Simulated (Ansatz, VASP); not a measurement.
## Two plane-wave programs on BaH4

```xyz
5
Lattice="3.7841 -2.2821 -0.0011 3.7841 2.2821 -0.0011 -2.3625 0.0000 3.7212" Properties=species:S:1:pos:R:3 pbc="T T T"
Ba   -1.1813    0.0000    1.8606
H     3.8172    0.0000    2.8263
H     1.3886    0.0000    0.8927
H     1.7885    0.0000    3.6030
H     3.4173    0.0000    0.1160
```

Alike in both runs: task single point; functional r2SCAN; k mesh 6 × 6 × 6; occupations gaussian, width 0.02 eV; no spin polarisation.

|  | VASP | Ansatz |
| --- | --- | --- |
| version | VASP 6.6.1 | Ansatz 0.2.0 |
| potentials or method | VASP PAW PBE potentials, release 64 (Ba_sv, H), cutoff 520 eV | scalar-relativistic, plane waves, PAW |
| valence electrons in the cell | 14 | 14 |

VASP gave:

```
gap on the k mesh at the Fermi level (eV)                     : 2.90
least direct gap on the mesh (eV)                             : 3.29
pressure (GPa)                                                : 0.0
traceless stress, the component that is largest in VASP (GPa) : -0.26
rms of the force components (eV/Å)                            : 0.104
```

**Question.** Which values does Ansatz return?

**Answer.** gap on the k mesh at the Fermi level (eV): 3.04; least direct gap on the mesh (eV): 3.35; pressure (GPa): -0.4; traceless stress, the component that is largest in VASP (GPa): -0.28; rms of the force components (eV/Å): 0.107.

VASP's potentials were made for PBE, not for r2SCAN. Atom by atom the forces differ by 0.002 eV/Å (rms over components).

Spin-orbit coupling is off throughout.
